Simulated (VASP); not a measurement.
**C: single point with PBE**

The system is C.

```
C
1.0
     1.92985    0.00000    0.00000
    -0.96492    1.67130    0.00000
     0.00000    0.00000    1.54547
C
1
Direct
  0.00000 0.00000 0.00000
```

| Quantity | Value |
| --- | --- |
| Program | VASP 6.6.1 |
| Task | single point |
| Functional | PBE |
| Potentials or basis | VASP PAW PBE potentials, release 64 (C) |
| Cutoff | 520 eV |
| k mesh | 23 × 23 × 21 |
| Occupations | fermi-dirac, width 0.08 eV |
| Spin | no spin polarisation |
| Dipole correction | no |
| Further INCAR settings | ALGO = Normal; EDIFF = 1e-06; NBANDS = 8 |

```yaml
Pressure: 49.6 GPa
Band_gap_on_the_k_mesh: zero (band 2 reaches 21.66 eV, above the bottom of band 3 at 4.75 eV)
```

Stress tensor (GPa, compression positive):
```
49.49  0.00  0.00
 0.00 49.49  0.00
 0.00  0.00 49.93
```

Levels at points of the mesh, in eV from the Fermi level:
```tsv
k point	band 1	band 2	band 3	band 4	band 5	band 6	band 7
(0.00, 0.00, 0.00)	-23.93	8.03	8.03	17.46	28.48	31.43	31.43
```

Run time: 24 s on 1 thread of Intel Xeon 8259CL, with other jobs on the host, peak memory 0.12 GiB.
